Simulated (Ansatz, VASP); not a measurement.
**Two plane-wave programs on Sn3PbO4**

```
CELL_PARAMETERS angstrom
-2.76271 2.76271 5.18933
2.76271 -2.76271 5.18933
2.76271 2.76271 -5.18933
ATOMIC_POSITIONS crystal
Sn 0.14201 0.14201 0.00000
Sn 0.35968 0.85968 0.50000
Sn 0.85968 0.35968 0.50000
Pb 0.62648 0.62648 0.00000
O 0.49863 0.00745 0.00000
O 0.00745 0.49863 0.00000
O 0.49863 0.49863 0.49118
O 0.00745 0.00745 0.50882
```

Alike in both runs: functional PBE; k mesh 8 × 8 × 8; occupations gaussian, width 0.02 eV; no spin polarisation.

Ansatz relaxed the structure, and its values are those at the end. VASP's run is a single point on that final structure, the one shown.

|  | VASP | Ansatz |
| --- | --- | --- |
| version | VASP 6.6.1 | Ansatz 0.2.0 |
| potentials or method | VASP PAW PBE potentials, release 64 (Sn_d, Pb_d, O), cutoff 520 eV | scalar-relativistic, plane waves, PAW |
| valence electrons in the cell | 80 | 80 |

VASP gave:

```
gap on the k mesh at the Fermi level (eV) : 0.75
least direct gap on the mesh (eV)         : 1.85
pressure (GPa)                            : 0.2
rms of the force components (eV/Å)        : 0.028
```

Question: Which values does Ansatz return?

Answer: gap on the k mesh at the Fermi level (eV): 0.74; least direct gap on the mesh (eV): 1.88; pressure (GPa): 0.0; rms of the force components (eV/Å): 0.002.

With one functional, cell and mesh, what is left measures potentials, basis and numerics.

Spin-orbit coupling is off throughout.
